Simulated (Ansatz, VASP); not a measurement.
## Si: VASP beside Ansatz

File INCAR:

```
ALGO = Normal ; EDIFF = 1E-7
ENCUT = 520 ; GGA = CA
ISIF = 2 ; ISMEAR = 0
LASPH = T ; LCHARG = T
LELF = T ; LREAL = F
LVHAR = T ; LWAVE = F
NBANDS = 16 ; NELM = 80
PREC = Accurate ; SIGMA = 0.03
```

KPOINTS

```
k-points
0
Gamma
  12 12 6
```

Contents of POSCAR:

```
Si
1.0
    3.6607427577      0.0000000000      0.0000000000
   -1.8303713789      3.1702962248      0.0000000000
    0.0000000000      0.0000000000      6.7822581071
Si
4
Direct
    0.3333333333      0.6666666667      0.0868883759
    0.6666666667      0.3333333333      0.5868883759
    0.3333333333      0.6666666667      0.4131116241
    0.6666666667      0.3333333333      0.9131116241
```

Input for Ansatz:

```yaml
crystal:
  lattice:
    - [3.6607427577, 0.0, 0.0]
    - [-1.8303713789, 3.1702962248, 0.0]
    - [0.0, 0.0, 6.7822581071]
  atoms:
    - { symbol: Si, position: [0.3333333333, 0.6666666667, 0.0868883759] }
    - { symbol: Si, position: [0.6666666667, 0.3333333333, 0.5868883759] }
    - { symbol: Si, position: [0.3333333333, 0.6666666667, 0.4131116241] }
    - { symbol: Si, position: [0.6666666667, 0.3333333333, 0.9131116241] }
basis:
  ecutwfc: 420
kpoints:
  mp_grid: { grid: [12, 12, 6] }
hamiltonian:
  xc: lda
  pseudopotentials: { kind: paw, azcp: { folder: soft_1 } }
scf:
  occupations: { method: gaussian, width: 0.03 }
output:
  forces: true
  stress: true
  eigenvalues: true
  write_density: true
  write_potential: true
  elf: true
  volumetric_format: npy
```

Alike in both runs: task single point; functional LDA; k mesh 12 × 12 × 6; occupations gaussian, width 0.03 eV; no spin polarisation.

```csv
,VASP,Ansatz
version,VASP 6.6.1,Ansatz 0.2.0
potentials or method,"VASP PAW LDA potentials, release 64 (Si), cutoff 520 eV","scalar-relativistic, plane waves, PAW"
valence electrons in the cell,16,16
```

```csv
,VASP,Ansatz,Ansatz less VASP
gap on the k mesh at the Fermi level (eV),none,none,-
pressure (GPa),-1.8,-1.8,-0.03
"traceless stress, the component that is largest in VASP (GPa)",-2.30,-2.25,+0.047
rms of the force components (eV/Å),1.807,1.814,+0.0070
```

Ansatz warns that its potentials were made for another functional, while VASP's fit it. LDA's correlation is that of Perdew and Zunger in VASP and of Perdew and Wang (1992) in Ansatz. Atom by atom the forces differ by 0.007 eV/Å (rms over components). A gap of «none» marks a metal or a gap that the smearing closes.
